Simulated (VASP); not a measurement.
A run of VASP 6.6.1:

Contents of INCAR:

```
SYSTEM = In2GaP3
ALGO     = Normal         ! electronic algorithm
EDIFF    = 1E-7           ! SCF threshold, eV
ENCUT    = 520            ! plane-wave cutoff, eV
GGA      = PE             ! functional
ISIF     = 2              ! what is computed and relaxed
ISMEAR   = 0              ! smearing method
LASPH    = .True.         ! aspherical terms in the spheres
LCHARG   = .False.        ! write CHGCAR
LREAL    = .False.        ! projectors in reciprocal space
LWAVE    = .False.        ! write WAVECAR
NBANDS   = 36             ! bands
NELM     = 60             ! most SCF steps
PREC     = Accurate       ! precision mode
SIGMA    = 0.01           ! smearing width, eV
```

Contents of KPOINTS:

```
k-points
0
Gamma
  6 6 2
  0 0 0
```

File POSCAR:

```
In2GaP3
1.0
    4.1478886826      0.0000000000      0.0000000000
   -2.0739443413      3.5921769712      0.0000000000
    0.0000000000      0.0000000000     10.1913679370
Ga In P
1 2 3
Direct
    0.0000000000      0.0000000000      0.0008415830
    0.6666666667      0.3333333333      0.6734585785
    0.3333333333      0.6666666667      0.3276036500
    0.6666666667      0.3333333333      0.9292247872
    0.3333333333      0.6666666667      0.5819913807
    0.0000000000      0.0000000000      0.2368800207
```

Potentials or basis: VASP PAW PBE potentials, release 64 (Ga_d, In_d, P).

Launch:

```bash
$ cat potpaw_PBE.64/Ga_d/POTCAR potpaw_PBE.64/In_d/POTCAR potpaw_PBE.64/P/POTCAR > POTCAR
$ mpirun -np 1 vasp_std > vasp.out
```

Hardware: 1 thread of Intel Xeon 8259CL (shared host).

Question: How long does it take, and how much memory?

Answer: It took 120 s on 1 thread of Intel Xeon 8259CL, on a shared host, peak memory 0.31 GiB. Counts: scf iterations 16, k points 14.
